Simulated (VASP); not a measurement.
# TiTl2Sb3 (P6/mmm) in VASP: relaxation of cell and atoms with PBE

Aim: the relaxation of cell and atoms of TiTl2Sb3 with PBE.

Everything below comes from runs of VASP 6.6.1. Logs are shortened: lines on timing, memory, paths and dates and some standing lists are left out, and cuts for length are marked.

**1. The cell of the first run**

Symmetry: P6/mmm, No. 191, hexagonal system. The conventional cell has a = 5.890 Å, b = 5.890 Å, c = 6.171 Å, α = 90.00°, β = 90.00°, γ = 120.00°. Within 4.5 Å of Ti (site symmetry 6/mmm) lie 6 Tl at 3.40 Å and 12 Sb at 4.27 Å. Within 4.5 Å of Tl (site symmetry -6m2) lie 3 Ti at 3.40 Å and 3 Tl at 3.40 Å and 6 Sb at 3.52 Å. Within 3.9 Å of Sb (site symmetry mmm) lie 4 Sb at 2.95 Å and 4 Tl at 3.52 Å.

**2. Relaxation of cell and atoms, PBE**

Contents of INCAR:

```
ALGO     = Normal         # electronic algorithm
EDIFF    = 1E-7           # SCF threshold, eV
EDIFFG   = -0.01          # ionic threshold
ENCUT    = 600            # plane-wave cutoff, eV
GGA      = PE             # functional
IBRION   = 2              # ionic algorithm
ISIF     = 3              # what is computed and relaxed
ISMEAR   = 0              # smearing method
LASPH    = True           # aspherical terms in the spheres
LCHARG   = False          # write CHGCAR
LREAL    = False          # projectors in reciprocal space
LWAVE    = False          # write WAVECAR
NELM     = 100            # most SCF steps
NSW      = 100            # ionic steps
PREC     = Accurate       # precision mode
SIGMA    = 0.1            # smearing width, eV
```

Contents of KPOINTS:

```
k-points
0
Gamma
  9 9 6
```

Contents of POSCAR:

```
TiTl2Sb3
1.0
    5.8902283646      0.0000000000      0.0000000000
   -2.9451141823      5.1010873979      0.0000000000
    0.0000000000      0.0000000000      6.1705690915
Ti Tl Sb
1 2 3
Direct
    0.0000000000      0.0000000000      0.0000000000
    0.6666666667      0.3333333333      0.0000000000
    0.3333333333      0.6666666667      0.0000000000
    0.5000000000      0.0000000000      0.5000000000
    0.0000000000      0.5000000000      0.5000000000
    0.5000000000      0.5000000000      0.5000000000
```

Potentials or basis: VASP PAW PBE potentials, release 64 (Ti_sv, Tl_d, Sb).

Started as:

```bash
> cat potpaw_PBE.64/Ti_sv/POTCAR potpaw_PBE.64/Tl_d/POTCAR potpaw_PBE.64/Sb/POTCAR > POTCAR
> mpirun -np 1 vasp_std > vasp.out
```

OUTCAR:

```text
EDIFF = 1E-7
   EDIFFG = -0.01
   ENCUT = 600
   GGA = PE
   IBRION = 2
   ISIF = 3
   ISMEAR = 0
   LASPH = True
   LREAL = False
   NELM = 100
   NSW = 100
   PREC = Accurate

 ion  position               nearest neighbor table
   1  0.000  0.000  0.000-   2 3.40   3 3.40   2 3.40   3 3.40   2 3.40   3 3.40
   2  0.667  0.333  0.000-   1 3.40   3 3.40   3 3.40   1 3.40   1 3.40   3 3.40   5 3.52   5 3.52
                             4 3.52   4 3.52   6 3.52   6 3.52
   3  0.333  0.667  0.000-   1 3.40   2 3.40   2 3.40   1 3.40   1 3.40   2 3.40   5 3.52   5 3.52
                             4 3.52   4 3.52   6 3.52   6 3.52
   4  0.500  0.000  0.500-   5 2.95   6 2.95   6 2.95   5 2.95   2 3.52   3 3.52   2 3.52   3 3.52

   5  0.000  0.500  0.500-   6 2.95   6 2.95   4 2.95   4 2.95   2 3.52   3 3.52   2 3.52   3 3.52

   6  0.500  0.500  0.500-   5 2.95   5 2.95   4 2.95   4 2.95   2 3.52   3 3.52   2 3.52   3 3.52

  LATTYP: Found a hexagonal cell.
 ALAT       =     5.8902283646
 C/A-ratio  =     1.0475942034

  Lattice vectors:

 A1 = (   5.8902283646,   0.0000000000,   0.0000000000)
 A2 = (  -2.9451141823,   5.1010873979,   0.0000000000)
 A3 = (   0.0000000000,   0.0000000000,   6.1705690915)

Analysis of symmetry for initial positions (statically):
=====================================================================
 Subroutine PRICEL returns:
 Original cell was already a primitive cell.

 Routine SETGRP: Setting up the symmetry group for a
 hexagonal supercell.

 Subroutine GETGRP returns: Found 24 space group operations
 (whereof 24 operations were pure point group operations)
 out of a pool of 24 trial point group operations.

The static configuration has the point symmetry D_6h.

Analysis of symmetry for dynamics (positions and initial velocities):
=====================================================================
 Subroutine PRICEL returns:
 Original cell was already a primitive cell.

 Routine SETGRP: Setting up the symmetry group for a
 hexagonal supercell.

 Subroutine GETGRP returns: Found 24 space group operations
 (whereof 24 operations were pure point group operations)
 out of a pool of 24 trial point group operations.

The dynamic configuration has the point symmetry D_6h.

 Subroutine INISYM returns: Found 24 space group operations
 (whereof 24 operations are pure point group operations),
 and found     1 'primitive' translations

----------------------------------------------------------------------------------------

                                     Primitive cell

  volume of cell :     185.4044

  direct lattice vectors                    reciprocal lattice vectors
     5.890228365  0.000000000  0.000000000     0.169772705  0.098018317  0.000000000
    -2.945114182  5.101087398  0.000000000     0.000000000  0.196036633  0.000000000
     0.000000000  0.000000000  6.170569091     0.000000000  0.000000000  0.162059607

  length of vectors
     5.890228365  5.890228365  6.170569091     0.196036633  0.196036633  0.162059607

  position of ions in fractional coordinates (direct lattice)
     0.000000000  0.000000000  0.000000000
     0.666666667  0.333333333  0.000000000
     0.333333333  0.666666667  0.000000000
     0.500000000  0.000000000  0.500000000
     0.000000000  0.500000000  0.500000000
     0.500000000  0.500000000  0.500000000

  ion indices of the primitive-cell ions
   primitive index   ion index
                 1           1
                 2           2
                 3           3
                 4           4
                 5           5
                 6           6

----------------------------------------------------------------------------------------

 KPOINTS: k-points

Automatic generation of k-mesh.
 Grid dimensions read from file:
 generate k-points for:    9    9    6

 Generating k-lattice:

  Cartesian coordinates                     Fractional coordinates (reciprocal lattice)
     0.018863634  0.010890924  0.000000000     0.111111111  0.000000000  0.000000000
     0.000000000  0.021781848  0.000000000     0.000000000  0.111111111  0.000000000
     0.000000000  0.000000000  0.027009934     0.000000000  0.000000000  0.166666667

  Length of vectors
     0.021781848  0.021781848  0.027009934

  Shift w.r.t. Gamma in fractional coordinates (k-lattice)
     0.000000000  0.000000000  0.000000000

 Subroutine IBZKPT returns following result:
 ===========================================

 Found     48 irreducible k-points:

 Following reciprocal coordinates:
            Coordinates               Weight
  0.000000  0.000000  0.000000      1.000000
  0.111111 -0.000000  0.000000      6.000000
  0.222222 -0.000000  0.000000      6.000000
  0.333333 -0.000000  0.000000      6.000000
  0.444444 -0.000000  0.000000      6.000000
  0.111111  0.111111  0.000000      6.000000
[... 16 lines left out ...]
  0.333333  0.222222  0.166667     24.000000
  0.333333  0.333333  0.166667      4.000000
 [... further k-points ...]
   k-points           NKPTS =     48   k-points in BZ     NKDIM =     48   number of bands    NBANDS=     31
   number of dos      NEDOS =    301   number of ions     NIONS =      6
   total plane-waves  NPLWV = 115200
   dimension x,y,z NGX =    48 NGY =   48 NGZ =   50
   dimension x,y,z NGXF=    96 NGYF=   96 NGZF=  100
   ions per type =               1   2   3
   NGX,Y,Z   is equivalent  to a cutoff of  13.55, 13.55, 13.47 a.u.
   NGXF,Y,Z  is equivalent  to a cutoff of  27.10, 27.10, 26.94 a.u.
 SYSTEM =  unknown system
   PREC   = accura    normal or accurate (medium, high low for compatibility)
   ISTART =      0    job   : 0-new  1-cont  2-samecut
   ICHARG =      2    charge: 1-file 2-atom 10-const
   ISPIN  =      1    spin polarized calculation?
   LNONCOLLINEAR =      F non collinear calculations
   LSORBIT =      F    spin-orbit coupling
   LASPH  =      T    aspherical Exc in radial PAW
   ENCUT  =  600.0 eV  44.10 Ry    6.64 a.u.  11.76 11.76 12.32*2*pi/ulx,y,z
   NELM   =    100;   NELMIN=  2; NELMDL= -5     # of ELM steps
   EDIFF  = 0.1E-06   stopping-criterion for ELM
   LREAL  =      F    real-space projection
   EDIFFG = -.1E-01   stopping-criterion for IOM
   NSW    =    100    number of steps for IOM
   IBRION =      2    ionic relax: 0-MD 1-quasi-New 2-CG
   NFREE  =      1    steps in history (QN), initial steepest desc. (CG)
   ISIF   =      3    stress and relaxation
   ISYM   =      2    0-nonsym 1-usesym 2-fastsym
   POTIM  = 0.5000    time-step for ionic-motion
   TEBEG  =    0.0;   TEEND  =   0.0 temperature during run
   PSTRESS=    0.0 pullay stress
   NELECT =      53.0000    total number of electrons
   NUPDOWN=      -1.0000    fix difference up-down
   EMIN   =  10.00;   EMAX   =-10.00  energy-range for DOS
   EFERMI =   0.00;   METHOD = LEGACY
   ISMEAR =     0;   SIGMA  =   0.10  broadening in eV -4-tet -1-fermi 0-gaus
   EFERMI_NEDOS =   21; number of points for ismear=-14 and -15
   IALGO  =     38    algorithm
   IMIX   =      4    mixing-type and parameters
     AMIX     =   0.40;   BMIX     =  1.00
     AMIX_MAG =   1.60;   BMIX_MAG =  1.00
  volume/ion in A,a.u.               =      30.90       208.53
  Fermi-wavevector in a.u.,A,eV,Ry     =   1.078434  2.037944 15.823835  1.163019
  Thomas-Fermi vector in A             =   2.214372
   LORBIT       =      0    0 simple, 1 ext, 2 COOP (PROOUT), +10 PAW based schemes
   GGA     = PE    functional components
   LHFCALC =     F    Hartree Fock is set to
   AEXX    =    0.0000 exact exchange contribution
   IVDW    =     0    specifies the selected vdW correction
   LEPSILON=     F    determine dielectric tensor
   LRPA    =     F    only Hartree local field effects (RPA)
 conjugate gradient relaxation of ions
 non-spin polarized calculation
 Gauss-broadening in eV      SIGMA  =   0.10
  energy-cutoff  :      600.00
  volume of cell :      185.40
 maximum number of plane-waves:      6216
 NGX is ok and might be reduce to    48
   NGX = 23   NGY = 23   NGZ = 25

--------------------------------------- Ionic step        1  -------------------------------------------

 number of electron      52.9999989 magnetization

 Free energy of the ion-electron system (eV)
  ---------------------------------------------------
  ext. energy  EPLUGINS =         0.00000000
  ---------------------------------------------------
  free energy    TOTEN  =       -20.78361080 eV

  energy without entropy =      -20.72529522  energy(sigma->0) =      -20.75445301

------------------------ aborting loop because EDIFF is reached ----------------------------------------

  FORCE on cell =-STRESS in cart. coord.  units (eV):
  Direction    XX          YY          ZZ          XY          YZ          ZX
  --------------------------------------------------------------------------------------
  -------------------------------------------------------------------------------------
  Total        1.5695598      1.5695598     -0.9372962      0.0000000     -0.0000000      0.0000000
  in kB       13.5633929     13.5633929     -8.0996698      0.0000000     -0.0000000      0.0000000
  external PRESSURE =       6.3423720 kB  Pullay stress =       0.0000000 kB
[... 225 lines left out ...]
  energy  without entropy=      -20.7590980879  energy(sigma->0) =      -20.78994178

--------------------------------------- Ionic step        7  -------------------------------------------

 number of electron      53.0000012 magnetization

 Free energy of the ion-electron system (eV)
  ---------------------------------------------------
  ext. energy  EPLUGINS =         0.00000000
  ---------------------------------------------------
  free energy    TOTEN  =       -20.82104551 eV

  energy without entropy =      -20.75903266  energy(sigma->0) =      -20.79003908

 E-fermi :   6.0758     XC(G=0):  -9.4464

 val. band max:        6.0731415012   @ k =   0.4444   0.1111   0.1667
 cond. band min:       6.0768175304   @ k =   0.4444   0.1111   0.5000
 fundamental gap:      0.0036760291
 Fermi energy:         6.0757870578

 k-point     1 :       0.0000    0.0000    0.0000
  band No.  band energies     occupation
      1     -51.8466      2.00000
      2     -28.2055      2.00000
      3     -28.0653      2.00000
      4     -28.0653      2.00000
      5      -6.1330      2.00000
      6      -5.2291      2.00000
[... 805 lines left out ...]
     30       6.4825      0.00000
     31       6.9220      0.00000

 [... further k-points ...]
[... 5 lines left out ...]
  --------------------------------------------------------------------------------------
  -------------------------------------------------------------------------------------
  Total       -0.0040290     -0.0040290     -0.0169145      0.0000000      0.0000000     -0.0000000
  in kB       -0.0347440     -0.0347440     -0.1458631      0.0000000      0.0000000     -0.0000000
  external PRESSURE =      -0.0717837 kB  Pullay stress =       0.0000000 kB
[... 21 lines left out ...]
  FREE ENERGIE OF THE ION-ELECTRON SYSTEM (eV)
  ---------------------------------------------------
  free  energy   TOTEN  =       -20.8210455135 eV

  energy  without entropy=      -20.7590326550  energy(sigma->0) =      -20.79003908

 reached required accuracy - stopping structural energy minimisation
```

Wall time 28 min (1 thread of Intel Xeon Platinum 8259CL at 2.50GHz (Skylake/Cascade Lake), shared host); peak memory 0.59 GiB.

What came out:

```
Free energy                            : -20.8210 eV
Relaxed volume                         : 30.97 Å³/atom
Relaxed cell                           : a = 5.992 Å, b = 5.992 Å, c = 5.975 Å, α = 90.00°, β = 90.00°, γ = 120.00°
Space group after relaxing (to 0.05 Å) : P6/mmm (No. 191)
Energy gained by relaxing              : 6.2 meV/atom
Ionic steps                            : 7
Pressure after relaxing                : 0.0 GPa
```

The path:
```
step  energy change (eV)  largest force (eV/Å)  pressure (GPa)  volume (Å³)
   1              0.0000                0.0000            0.63       185.40
   2             -0.0256                0.0000           -0.33       188.68
   3             -0.0261                0.0000           -0.48       189.26
   4             -0.0344                0.0000           -0.21       187.38
   5             -0.0372                0.0000            0.08       185.53
   6             -0.0372                0.0000            0.10       185.45
   7             -0.0374                0.0000           -0.01       185.79
```

Final structure:
```
Ti Tl Sb
1.0
     5.99204    0.00000    0.00000
    -2.99602    5.18925    0.00000
     0.00000    0.00000    5.97510
Ti Tl Sb
1 2 3
Direct
  0.00000 0.00000 0.00000
  0.66667 0.33333 0.00000
  0.33333 0.66667 0.00000
  0.50000 0.00000 0.50000
  0.00000 0.50000 0.50000
  0.50000 0.50000 0.50000
```

Caveat: spin-orbit coupling is left out, which moves the levels of the heavy elements.
